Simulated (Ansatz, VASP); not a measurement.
## One calculation of Sn, two programs

```
Sn
1.0
     0.00000    3.28321    3.28321
     3.28321    0.00000    3.28321
     3.28321    3.28321    0.00000
Sn
2
Direct
  0.00000 0.00000 0.00000
  0.25000 0.25000 0.25000
```

Alike in both runs: functional r2SCAN; k mesh 12 × 12 × 12; occupations gaussian, width 0.1 eV; no spin polarisation.

Ansatz relaxed the structure, and its values are those at the end. VASP's run is a single point on that final structure, the one shown.

|  | VASP | Ansatz |
| --- | --- | --- |
| version | VASP 6.6.1 | Ansatz 0.2.0 |
| potentials or method | VASP PAW PBE potentials, release 64 (Sn_d), cutoff 520 eV | scalar-relativistic, plane waves, PAW |
| valence electrons in the cell | 28 | 28 |

|  | VASP | Ansatz | Ansatz less VASP |
| --- | --- | --- | --- |
| gap on the k mesh at the Fermi level (eV) | none | none | - |
| pressure (GPa) | 0.0 | 0.0 | +0.05 |

VASP's potentials were made for PBE, not for r2SCAN. A gap of «none» marks a metal or a gap that the smearing closes.
